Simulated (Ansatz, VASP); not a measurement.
## One calculation of Cd, two programs

```
Cd
1.0
     0.00000    2.54747    3.48072
     2.47720    0.00000    3.48072
     2.47720    2.54747    0.00000
Cd
2
Cartesian
  1.2386 1.2737 1.7404
  0.0000 0.0000 0.0000
```

Alike in both runs: task relaxation of cell and atoms; functional PBE; k mesh 6 × 6 × 6; occupations gaussian, width 0.1 eV; no spin polarisation.

|  | VASP | Ansatz |
| --- | --- | --- |
| version | VASP 6.6.1 | Ansatz 0.2.0 |
| potentials or method | VASP PAW PBE potentials, release 64 (Cd_sv_GW), cutoff 630 eV | scalar-relativistic, plane waves, PAW |
| valence electrons in the cell | 40 | 40 |

VASP gave:

| Property | Result |
| --- | --- |
| gap on the k mesh at the Fermi level, each at its own relaxed structure (eV) | none |
| relaxed volume (Å³/atom) | 24.25 |
| relaxed length of the cell vector where the two differ most in proportion (Å) | 5.283 |

Question: Which values does Ansatz return?

Answer: gap on the k mesh at the Fermi level, each at its own relaxed structure (eV): none; relaxed volume (Å³/atom): 23.73; relaxed length of the cell vector where the two differ most in proportion (Å): 6.041.

A gap of «none» marks a metal or a gap that the smearing closes. One of these differences is far larger than is usual between the two programs; its cause wasn't traced.
